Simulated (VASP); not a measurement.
Write the native input for VASP 6.6.1 that does the following.

```yaml
Task: single point
Functional: LDA
Potentials_or_basis: VASP PAW LDA potentials, release 64 (W_sv, S)
Cutoff: 520 eV
k_mesh: 12 × 12 × 2
Occupations: gaussian, width 0.05 eV
Spin: no spin polarisation
Dipole_correction: no
Further_INCAR_settings: ALGO = Normal; EDIFF = 1e-07; NBANDS = 20
```

The structure of WS2 lies in POSCAR:

```
WS2
1.0
    3.1253553508      0.0003940176      0.0017104256
   -1.5623364461      2.7046741719      0.0003254162
    0.0092776218      0.0073946103     16.9532783426
W S
1 2
Direct
    0.3332966563      0.6666216815      0.0000010883
    0.6674872960      0.3338646758      0.9079078412
    0.6658827143      0.3328469760      0.0920910704
```

The input as run:

INCAR

```
PREC = Accurate
ENCUT = 520
EDIFF = 1E-7
ISMEAR = 0
SIGMA = 0.05
LREAL = False
LASPH = True
NELM = 60
ALGO = Normal
ISIF = 2
LWAVE = False
LCHARG = False
GGA = CA
NBANDS = 20
```

KPOINTS

```
regular mesh
0
Gamma
  12 12 2
```

Potentials or basis: VASP PAW LDA potentials, release 64 (W_sv, S).

Command:

```sh
$ cat potpaw_LDA.64/W_sv/POTCAR potpaw_LDA.64/S/POTCAR > POTCAR
$ mpirun -np 1 vasp_std > vasp.out
```

Results of the run:

```json
{
  "Largest force": "0.042 eV/Å",
  "Band gap on the k mesh": "2.00 eV"
}
```

Caveat: there is no dipole correction, which matters where the two faces differ; spin-orbit coupling is left out, which moves the levels of the heavy elements.

It took 10 min on 1 thread of Oxide Virtual Turin-like Processor (shared host), peak memory 0.46 GiB.
